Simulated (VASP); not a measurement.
# Se (R-3) in VASP: further runs, part 2 of 2

VASP 6.6.1.

**3. Single point, PBEsol (23.66 Å³/atom)**

This run uses another cell than the first one, of 23.66 Å³/atom.

Input file INCAR:

```
PREC = Accurate ; ENCUT = 520
EDIFF = 1E-6 ; ISMEAR = 0
SIGMA = 0.02 ; LREAL = F
LASPH = T ; NELM = 80
ALGO = Normal ; ISIF = 2
LWAVE = F ; LCHARG = F
GGA = PS ; NBANDS = 27
```

Input file KPOINTS:

```
Automatic mesh
0
Gamma
  6 6 6
```

Input file POSCAR:

```
Se
1.0
    5.3246090503      3.0741644685      1.4453589583
   -5.3246090503      3.0741644685      1.4453589583
    0.0000000000     -6.1483289371      1.4453589581
Se
6
Direct
    0.3143203917      0.1760051085      0.9185928655
    0.9185928655      0.3143203917      0.1760051085
    0.1760051085      0.9185928655      0.3143203917
    0.6856796083      0.8239948915      0.0814071345
    0.0814071345      0.6856796083      0.8239948915
    0.8239948915      0.0814071345      0.6856796083
```

Potentials or basis: VASP PAW PBE potentials, release 64 (Se).

On the command line:

```
$ cat potpaw_PBE.64/Se/POTCAR > POTCAR
$ mpirun -np 1 vasp_std > vasp.out
```

OUTCAR:

```text
PREC = Accurate
   ENCUT = 520
   EDIFF = 1E-6
   ISMEAR = 0
   LREAL = F
   LASPH = T
   NELM = 80
   ISIF = 2
   GGA = PS

 ion  position               nearest neighbor table
   1  0.314  0.176  0.919-   6 2.44   5 2.44
   2  0.919  0.314  0.176-   4 2.44   6 2.44
   3  0.176  0.919  0.314-   4 2.44   5 2.44
   4  0.686  0.824  0.081-   3 2.44   2 2.44
   5  0.081  0.686  0.824-   1 2.44   3 2.44
   6  0.824  0.081  0.686-   1 2.44   2 2.44

  LATTYP: Found a trigonal (rhomboedric) cell.
 ALAT       =     6.3159331247
 COS(alpha) =    -0.4214461183

  Lattice vectors:

 A1 = (   5.3246090503,   3.0741644685,   1.4453589583)
 A2 = (  -5.3246090503,   3.0741644685,   1.4453589583)
 A3 = (   0.0000000000,  -6.1483289371,   1.4453589581)

Analysis of symmetry for initial positions (statically):
=====================================================================
 Subroutine PRICEL returns:
 Original cell was already a primitive cell.

 Routine SETGRP: Setting up the symmetry group for a
 trigonal (rhombohedral) supercell.

 Subroutine GETGRP returns: Found  6 space group operations
 (whereof  6 operations were pure point group operations)
 out of a pool of 12 trial point group operations.

The static configuration has the point symmetry S_6 .

Analysis of symmetry for dynamics (positions and initial velocities):
=====================================================================
 Subroutine PRICEL returns:
 Original cell was already a primitive cell.

 Routine SETGRP: Setting up the symmetry group for a
 trigonal (rhombohedral) supercell.

 Subroutine GETGRP returns: Found  6 space group operations
 (whereof  6 operations were pure point group operations)
 out of a pool of 12 trial point group operations.

The dynamic configuration has the point symmetry S_6 .

 Subroutine INISYM returns: Found  6 space group operations
[... 120 lines left out ...]
   ISMEAR =     0;   SIGMA  =   0.02  broadening in eV -4-tet -1-fermi 0-gaus
   EFERMI_NEDOS =   21; number of points for ismear=-14 and -15
   IALGO  =     38    algorithm
   IMIX   =      4    mixing-type and parameters
     AMIX     =   0.40;   BMIX     =  1.00
     AMIX_MAG =   1.60;   BMIX_MAG =  1.00
  volume/ion in A,a.u.               =      23.66       159.66
  Fermi-wavevector in a.u.,A,eV,Ry     =   1.036243  1.958216 14.609938  1.073800
  Thomas-Fermi vector in A             =   2.170625
   LORBIT       =      0    0 simple, 1 ext, 2 COOP (PROOUT), +10 PAW based schemes
   GGA     = PS    functional components
   LHFCALC =     F    Hartree Fock is set to
   AEXX    =    0.0000 exact exchange contribution
   IVDW    =     0    specifies the selected vdW correction
   LEPSILON=     F    determine dielectric tensor
   LRPA    =     F    only Hartree local field effects (RPA)
 non-spin polarized calculation
 Gauss-broadening in eV      SIGMA  =   0.02
  energy-cutoff  :      520.00
  volume of cell :      141.95
 maximum number of plane-waves:      3858
   NGX = 23   NGY = 23   NGZ = 23

 number of electron      35.9999999 magnetization

 Free energy of the ion-electron system (eV)
  ---------------------------------------------------
  ext. energy  EPLUGINS =         0.00000000
  ---------------------------------------------------
  free energy    TOTEN  =       -22.88705860 eV

  energy without entropy =      -22.88705860  energy(sigma->0) =      -22.88705860

 E-fermi :   3.8434     XC(G=0):  -9.7449

 val. band max:        3.7374859047   @ k =   0.5000  -0.0000   0.0000
 cond. band min:       4.5404214115   @ k =  -0.1667   0.1667   0.1667
 fundamental gap:      0.8029355068
 Fermi energy:         3.8434224274

 k-point     1 :       0.0000    0.0000    0.0000
  band No.  band energies     occupation
      1     -12.3999      2.00000
      2      -9.8970      2.00000
      3      -9.8970      2.00000
      4      -8.4303      2.00000
      5      -8.4303      2.00000
      6      -7.6308      2.00000
[... 709 lines left out ...]
     26       9.1392      0.00000
     27       9.7815      0.00000

 [... further k-points ...]
[... 5 lines left out ...]
  --------------------------------------------------------------------------------------
  -------------------------------------------------------------------------------------
  Total        1.1857329      1.1857329      1.0828220      0.0000009      0.0000000      0.0000000
  in kB       13.3830668     13.3830668     12.2215382      0.0000101      0.0000000      0.0000000
  external PRESSURE =      12.9958906 kB  Pullay stress =       0.0000000 kB

 VOLUME and BASIS-vectors are now :
 -----------------------------------------------------------------------------
  energy-cutoff  :      520.00
  volume of cell :      141.95
      direct lattice vectors                 reciprocal lattice vectors
     5.324609050  3.074164468  1.445358958     0.093903608  0.054215273  0.230623217
    -5.324609050  3.074164468  1.445358958    -0.093903608  0.054215273  0.230623217
     0.000000000 -6.148328937  1.445358958     0.000000000 -0.108430546  0.230623217

 POSITION                                       TOTAL-FORCE (eV/Angst)
 -----------------------------------------------------------------------------------
      0.73647     -4.14047      2.03639         0.003690      0.018521      0.022039
      3.21751      2.70804      2.03639        -0.017885     -0.006065      0.022039
     -3.95399      1.43243      2.03639         0.014195     -0.012456      0.022039
     -0.73647      4.14047      2.29968        -0.003690     -0.018521     -0.022039
     -3.21751     -2.70804      2.29968         0.017885      0.006065     -0.022039
      3.95399     -1.43243      2.29968        -0.014195      0.012456     -0.022039
 -----------------------------------------------------------------------------------
    total drift:                               -0.000000      0.000000     -0.000000

  FREE ENERGIE OF THE ION-ELECTRON SYSTEM (eV)
  ---------------------------------------------------
  free  energy   TOTEN  =       -22.8870585993 eV

  energy  without entropy=      -22.8870585993  energy(sigma->0) =      -22.88705860
```

OSZICAR:

```text
N       E                     dE             d eps       ncg     rms          rms(c)
DAV:   1     0.189354642990E+03    0.18935E+03   -0.15139E+04  2160   0.115E+03
DAV:   2    -0.749420534487E+01   -0.19685E+03   -0.18987E+03  2799   0.189E+02
DAV:   3    -0.228800974949E+02   -0.15386E+02   -0.15239E+02  2773   0.571E+01
DAV:   4    -0.230552028535E+02   -0.17511E+00   -0.17471E+00  2542   0.688E+00
DAV:   5    -0.230566192358E+02   -0.14164E-02   -0.14161E-02  2636   0.649E-01    0.101E+01
DAV:   6    -0.229353998108E+02    0.12122E+00   -0.66240E-02  2479   0.125E+00    0.612E+00
DAV:   7    -0.228881136453E+02    0.47286E-01   -0.13372E-01  2483   0.176E+00    0.253E-01
DAV:   8    -0.228869997614E+02    0.11139E-02   -0.13968E-02  2331   0.578E-01    0.126E-01
DAV:   9    -0.228870566441E+02   -0.56883E-04   -0.35177E-04  2551   0.946E-02    0.379E-02
DAV:  10    -0.228870580872E+02   -0.14431E-05   -0.32811E-05  2558   0.287E-02    0.786E-03
DAV:  11    -0.228870585993E+02   -0.51208E-06   -0.42233E-06  2357   0.103E-02
   1 F= -.22887059E+02 E0= -.22887059E+02  d E =-.102423E-15
```

stdout:

```text
POSCAR found type information on POSCAR Se
 POSCAR found :  1 types and       6 ions
 scaLAPACK will be used
 -----------------------------------------------------------------------------
|                                                                             |
|                                                                             |
|     You enforced a specific xc type in the INCAR file but a different       |
|     I HOPE YOU KNOW WHAT YOU ARE DOING!                                     |
|                                                                             |
 -----------------------------------------------------------------------------

 LDA part: xc-table for (Slater+PW92), standard interpolation
 POSCAR, INCAR and KPOINTS ok, starting setup
 FFT: planning ... GRIDC
 FFT: planning ... GRID_SOFT
 FFT: planning ... GRID
 WAVECAR not read
 entering main loop
```

Wall time 3 min (1 thread of Oxide Virtual Turin-like, shared host); peak memory 0.33 GiB.

Results:

```yaml
Free_energy: -22.8871 eV
Pressure: 1.3 GPa
Largest_force: 0.029 eV/Å
Band_gap_on_the_k_mesh: 0.80 eV (least direct gap 0.91 eV)
```

Forces in eV/Å, atoms in the order of the input:
```
Se   0.004  0.019  0.022
Se  -0.018 -0.006  0.022
Se   0.014 -0.012  0.022
Se  -0.004 -0.019 -0.022
Se   0.018  0.006 -0.022
Se  -0.014  0.012 -0.022
```

Stress tensor (GPa, compression positive):
```
1.34 0.00 0.00
0.00 1.34 0.00
0.00 0.00 1.22
```

Levels at points of the mesh, in eV from the valence-band top:
```csv
k point,band 14,band 15,band 16,band 17,band 18,band 19,band 20,band 21,band 22,band 23
"(0.00, 0.00, 0.00)",-1.78,-1.15,-1.15,-0.63,-0.63,2.07,2.07,2.25,2.28,2.75
"(0.50, 0.00, 0.00)",-1.81,-1.52,-1.03,-0.42,0.00,1.20,1.45,2.34,2.74,2.88
"(0.50, 0.50, 0.00)",-2.24,-1.58,-1.55,-1.38,-0.15,1.07,1.29,1.69,2.77,3.48
"(0.50, 0.50, 0.50)",-2.11,-2.11,-1.23,-1.23,-0.71,1.22,1.35,1.35,3.52,4.35
```

Caveat: the PAW data sets were made with another functional, which shifts forces and pressure a little.
